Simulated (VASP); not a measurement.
# CaO3 (P6/mmm) in VASP: a series of runs, part 2 of 2

VASP 6.6.1.

### Step 3. Relaxation of cell and atoms, PBE

INCAR

```
PREC = Accurate ; ENCUT = 600
EDIFF = 1E-6 ; ISMEAR = 0
SIGMA = 0.1 ; LREAL = False
LASPH = True ; NELM = 100
ALGO = Normal ; ISIF = 3
LWAVE = False ; LCHARG = False
GGA = PE ; IBRION = 2
NSW = 100 ; EDIFFG = -0.01
```

KPOINTS

```
regular mesh
0
Gamma
  12 12 8
```

POSCAR

```
CaO3
1.0
    4.4740055371      0.0000000000      0.0000000000
   -2.2370027686      3.8746024518      0.0000000000
    0.0000000000      0.0000000000      6.1925379029
Ca O
1 3
Direct
    0.0000000000      0.0000000000      0.0000000000
    0.5000000000      0.0000000000      0.0000000000
    0.0000000000      0.5000000000      0.0000000000
    0.5000000000      0.5000000000      0.0000000000
```

Potentials or basis: VASP PAW PBE potentials, release 64 (Ca_sv, O).

On the command line:

```bash
$ cat potpaw_PBE.64/Ca_sv/POTCAR potpaw_PBE.64/O/POTCAR > POTCAR
$ mpirun -np 1 vasp_std > vasp.out
```

OUTCAR:

```text
PREC = Accurate
   ENCUT = 600
   EDIFF = 1E-6
   ISMEAR = 0
   LREAL = False
   LASPH = True
   NELM = 100
   ISIF = 3
   GGA = PE
   IBRION = 2
   NSW = 100
   EDIFFG = -0.01

 ion  position               nearest neighbor table
   1  0.000  0.000  0.000-   4 2.24   4 2.24   2 2.24   2 2.24   3 2.24   3 2.24
   2  0.500  0.000  0.000-   1 2.24   1 2.24
   3  0.000  0.500  0.000-   1 2.24   1 2.24
   4  0.500  0.500  0.000-   1 2.24   1 2.24

  LATTYP: Found a hexagonal cell.
 ALAT       =     4.4740055371
 C/A-ratio  =     1.3841149394

  Lattice vectors:

 A1 = (   4.4740055371,   0.0000000000,   0.0000000000)
 A2 = (  -2.2370027686,   3.8746024518,   0.0000000000)
 A3 = (   0.0000000000,   0.0000000000,   6.1925379029)

Analysis of symmetry for initial positions (statically):
=====================================================================
 Subroutine PRICEL returns:
 Original cell was already a primitive cell.

 Routine SETGRP: Setting up the symmetry group for a
 hexagonal supercell.

 Subroutine GETGRP returns: Found 24 space group operations
 (whereof 24 operations were pure point group operations)
 out of a pool of 24 trial point group operations.

The static configuration has the point symmetry D_6h.

Analysis of symmetry for dynamics (positions and initial velocities):
=====================================================================
 Subroutine PRICEL returns:
 Original cell was already a primitive cell.

 Routine SETGRP: Setting up the symmetry group for a
 hexagonal supercell.

 Subroutine GETGRP returns: Found 24 space group operations
 (whereof 24 operations were pure point group operations)
 out of a pool of 24 trial point group operations.

The dynamic configuration has the point symmetry D_6h.

 Subroutine INISYM returns: Found 24 space group operations
 (whereof 24 operations are pure point group operations),
 and found     1 'primitive' translations

----------------------------------------------------------------------------------------

                                     Primitive cell

  volume of cell :     107.3476

  direct lattice vectors                    reciprocal lattice vectors
     4.474005537  0.000000000  0.000000000     0.223513358  0.129045497  0.000000000
    -2.237002769  3.874602452  0.000000000     0.000000000  0.258090994  0.000000000
     0.000000000  0.000000000  6.192537903     0.000000000  0.000000000  0.161484680

  length of vectors
     4.474005537  4.474005537  6.192537903     0.258090994  0.258090994  0.161484680

  position of ions in fractional coordinates (direct lattice)
     0.000000000  0.000000000  0.000000000
     0.500000000  0.000000000  0.000000000
     0.000000000  0.500000000  0.000000000
     0.500000000  0.500000000  0.000000000

  ion indices of the primitive-cell ions
   primitive index   ion index
                 1           1
                 2           2
                 3           3
                 4           4

----------------------------------------------------------------------------------------

 KPOINTS: regular mesh

Automatic generation of k-mesh.
[... 60 lines left out ...]
   ISPIN  =      1    spin polarized calculation?
   LNONCOLLINEAR =      F non collinear calculations
   LSORBIT =      F    spin-orbit coupling
   LASPH  =      T    aspherical Exc in radial PAW
   ENCUT  =  600.0 eV  44.10 Ry    6.64 a.u.   8.94  8.94 12.37*2*pi/ulx,y,z
   NELM   =    100;   NELMIN=  2; NELMDL= -5     # of ELM steps
   EDIFF  = 0.1E-05   stopping-criterion for ELM
   LREAL  =      F    real-space projection
   EDIFFG = -.1E-01   stopping-criterion for IOM
   NSW    =    100    number of steps for IOM
   IBRION =      2    ionic relax: 0-MD 1-quasi-New 2-CG
   NFREE  =      1    steps in history (QN), initial steepest desc. (CG)
   ISIF   =      3    stress and relaxation
   ISYM   =      2    0-nonsym 1-usesym 2-fastsym
   POTIM  = 0.5000    time-step for ionic-motion
   TEBEG  =    0.0;   TEEND  =   0.0 temperature during run
   PSTRESS=    0.0 pullay stress
   NELECT =      28.0000    total number of electrons
   NUPDOWN=      -1.0000    fix difference up-down
   EMIN   =  10.00;   EMAX   =-10.00  energy-range for DOS
   EFERMI =   0.00;   METHOD = LEGACY
   ISMEAR =     0;   SIGMA  =   0.10  broadening in eV -4-tet -1-fermi 0-gaus
   EFERMI_NEDOS =   21; number of points for ismear=-14 and -15
   IALGO  =     38    algorithm
   IMIX   =      4    mixing-type and parameters
     AMIX     =   0.40;   BMIX     =  1.00
     AMIX_MAG =   1.60;   BMIX_MAG =  1.00
  volume/ion in A,a.u.               =      26.84       181.10
  Fermi-wavevector in a.u.,A,eV,Ry     =   1.045996  1.976646 14.886241  1.094108
  Thomas-Fermi vector in A             =   2.180816
   LORBIT       =      0    0 simple, 1 ext, 2 COOP (PROOUT), +10 PAW based schemes
   GGA     = PE    functional components
   LHFCALC =     F    Hartree Fock is set to
   AEXX    =    0.0000 exact exchange contribution
   IVDW    =     0    specifies the selected vdW correction
   LEPSILON=     F    determine dielectric tensor
   LRPA    =     F    only Hartree local field effects (RPA)
 conjugate gradient relaxation of ions
 non-spin polarized calculation
 Gauss-broadening in eV      SIGMA  =   0.10
  energy-cutoff  :      600.00
  volume of cell :      107.35
 maximum number of plane-waves:      3609
 NGX is ok and might be reduce to    36
   NGX = 17   NGY = 17   NGZ = 25

--------------------------------------- Ionic step        1  -------------------------------------------

 number of electron      27.9999990 magnetization

 Free energy of the ion-electron system (eV)
  ---------------------------------------------------
  ext. energy  EPLUGINS =         0.00000000
  ---------------------------------------------------
  free energy    TOTEN  =       -18.12998760 eV

  energy without entropy =      -18.09281292  energy(sigma->0) =      -18.11140026

------------------------ aborting loop because EDIFF is reached ----------------------------------------

  FORCE on cell =-STRESS in cart. coord.  units (eV):
  Direction    XX          YY          ZZ          XY          YZ          ZX
  --------------------------------------------------------------------------------------
  -------------------------------------------------------------------------------------
  Total        0.2139004      0.2139004     -0.0600632     -0.0000000      0.0000000     -0.0000000
  in kB        3.1924923      3.1924923     -0.8964515     -0.0000000      0.0000000     -0.0000000
  external PRESSURE =       1.8295110 kB  Pullay stress =       0.0000000 kB
[... 95 lines left out ...]
  FREE ENERGIE OF THE ION-ELECTRON SYSTEM (eV)
  ---------------------------------------------------
  free  energy   TOTEN  =       -18.1303895410 eV

  energy  without entropy=      -18.0925786188  energy(sigma->0) =      -18.11148408

[... ionic steps 4 to 12 ...]

--------------------------------------- Ionic step       13  -------------------------------------------

 number of electron      28.0000004 magnetization

------------------------ aborting loop because EDIFF is reached ----------------------------------------
[... 71 lines left out ...]
--------------------------------------- Ionic step       15  -------------------------------------------

 number of electron      28.0000004 magnetization

 Free energy of the ion-electron system (eV)
  ---------------------------------------------------
  ext. energy  EPLUGINS =         0.00000000
  ---------------------------------------------------
  free energy    TOTEN  =       -18.13590583 eV

  energy without entropy =      -18.09827684  energy(sigma->0) =      -18.11709134

 E-fermi :  -2.5623     XC(G=0):  -6.4992

 val. band max:       -2.5688990098   @ k =   0.0000   0.0000   0.0000
 cond. band min:      -2.5544734059   @ k =   0.2500  -0.0000   0.0000
 fundamental gap:      0.0144256039
 Fermi energy:        -2.5622504139

 k-point     1 :       0.0000    0.0000    0.0000
  band No.  band energies     occupation
      1     -39.8018      2.00000
      2     -21.0454      2.00000
      3     -20.9643      2.00000
      4     -20.9643      2.00000
      5     -20.1220      2.00000
      6     -17.7290      2.00000
[... 481 lines left out ...]
      5     -19.0060      2.00000
      6     -17.9480      2.00000
[... 10 lines left out ...]
     17       2.5128      0.00000
     18       5.1423      0.00000

 [... further k-points ...]

------------------------ aborting loop because EDIFF is reached ----------------------------------------

  FORCE on cell =-STRESS in cart. coord.  units (eV):
  Direction    XX          YY          ZZ          XY          YZ          ZX
  --------------------------------------------------------------------------------------
  -------------------------------------------------------------------------------------
  Total       -0.0041298     -0.0041298      0.0071440      0.0000000      0.0000000      0.0000000
  in kB       -0.0695883     -0.0695883      0.1203788      0.0000000      0.0000000      0.0000000
  external PRESSURE =      -0.0062659 kB  Pullay stress =       0.0000000 kB
[... 19 lines left out ...]
  FREE ENERGIE OF THE ION-ELECTRON SYSTEM (eV)
  ---------------------------------------------------
  free  energy   TOTEN  =       -18.1359058327 eV

  energy  without entropy=      -18.0982768374  energy(sigma->0) =      -18.11709134

 reached required accuracy - stopping structural energy minimisation
```

OSZICAR:

```text
N       E                     dE             d eps       ncg     rms          rms(c)
DAV:   1     0.285300642727E+03    0.28530E+03   -0.14838E+04  3420   0.155E+03
DAV:   2     0.202308098694E+01   -0.28328E+03   -0.27995E+03  5210   0.359E+02
DAV:   3    -0.188072763693E+02   -0.20830E+02   -0.20651E+02  4226   0.106E+02
[... 144 lines left out ...]
DAV:   4    -0.181358944184E+02    0.13536E-03   -0.85250E-04  6158   0.257E-01    0.285E-02
DAV:   5    -0.181359097935E+02   -0.15375E-04   -0.86478E-05  6174   0.633E-02    0.167E-02
DAV:   6    -0.181359072474E+02    0.25461E-05   -0.28449E-05  6126   0.393E-02    0.501E-03
DAV:   7    -0.181359059615E+02    0.12859E-05   -0.12120E-06  2252   0.130E-02    0.109E-03
DAV:   8    -0.181359058327E+02    0.12881E-06   -0.54089E-07  2054   0.629E-03
  15 F= -.18135906E+02 E0= -.18117091E+02  d E =-.499332E-04
```

CONTCAR:

```text
CaO3
   1.00000000000000
     4.4802467007423514   -0.0000000000000738   -0.0000000000000000
    -2.2401233504213081    3.8800074580634787    0.0000000000000000
    -0.0000000000000000   -0.0000000000000000    5.4697196863459858
  Ca              O
     1     3
Direct
     0.0000000000000000    0.0000000000000000    0.0000000000000000
     0.5000000000000000    1.0000000000000000    0.0000000000000000
     0.0000000000000000    0.5000000000000000    0.0000000000000000
     0.5000000000000000    0.5000000000000000    0.0000000000000000

  0.00000000E+00  0.00000000E+00  0.00000000E+00
  0.00000000E+00  0.00000000E+00  0.00000000E+00
  0.00000000E+00  0.00000000E+00  0.00000000E+00
  0.00000000E+00  0.00000000E+00  0.00000000E+00
```

Wall time 21 min (1 thread of Intel Xeon Platinum 8488C (Sapphire Rapids), shared host); peak memory 0.41 GiB.

Results:

```
Free energy                           : -18.1359 eV
Relaxed volume                        : 23.77 Å³/atom
Relaxed cell                          : a = 4.480 Å, b = 4.480 Å, c = 5.470 Å, α = 90.00°, β = 90.00°, γ = 120.00°
Space group after relaxing (to 0.1 Å) : P6/mmm (No. 191)
Energy gained by relaxing             : 1.5 meV/atom
Ionic steps                           : 15
Pressure after relaxing               : 0.0 GPa
Band gap on the k mesh                : zero (bands 14 and 15 overlap by 0.95 eV)
```

Step by step:
```csv
step,energy change (eV),largest force (eV/Å),pressure (GPa),volume (Å³)
1,0.0000,0.0000,0.18,107.35
2,-0.0003,0.0000,-0.13,107.82
3,-0.0004,0.0000,-0.04,107.69
4,-0.0004,0.0000,-0.04,107.68
5,-0.0004,0.0000,-0.05,107.60
6,-0.0006,0.0000,-0.03,107.37
7,-0.0008,0.0000,-0.04,106.91
8,-0.0014,0.0000,-0.05,105.99
9,-0.0025,0.0000,-0.06,104.14
10,-0.0046,0.0000,-0.07,100.45
11,-0.0054,0.0000,-0.08,93.07
12,-0.0058,0.0000,-0.10,96.62
13,-0.0059,0.0000,-0.09,95.33
14,-0.0054,0.0000,0.27,94.25
15,-0.0059,0.0000,0.00,95.08
```

Final structure:
```cif
data_structure
_symmetry_space_group_name_H-M 'P 1'
_symmetry_Int_Tables_number 1
_cell_length_a 4.4802
_cell_length_b 4.4802
_cell_length_c 5.4697
_cell_angle_alpha 90.000
_cell_angle_beta 90.000
_cell_angle_gamma 120.000
_cell_volume 95.08
loop_
_atom_site_label
_atom_site_type_symbol
_atom_site_fract_x
_atom_site_fract_y
_atom_site_fract_z
_atom_site_occupancy
Ca1 Ca 0.00000 0.00000 0.00000 1
O1 O 0.50000 0.00000 0.00000 1
O2 O 0.00000 0.50000 0.00000 1
O3 O 0.50000 0.50000 0.00000 1
```

Caveat: the relaxation moved the vacuum too, so the length across it says nothing of the material.

The gap in the log of VASP goes by the Fermi energy; the results here count the filled bands.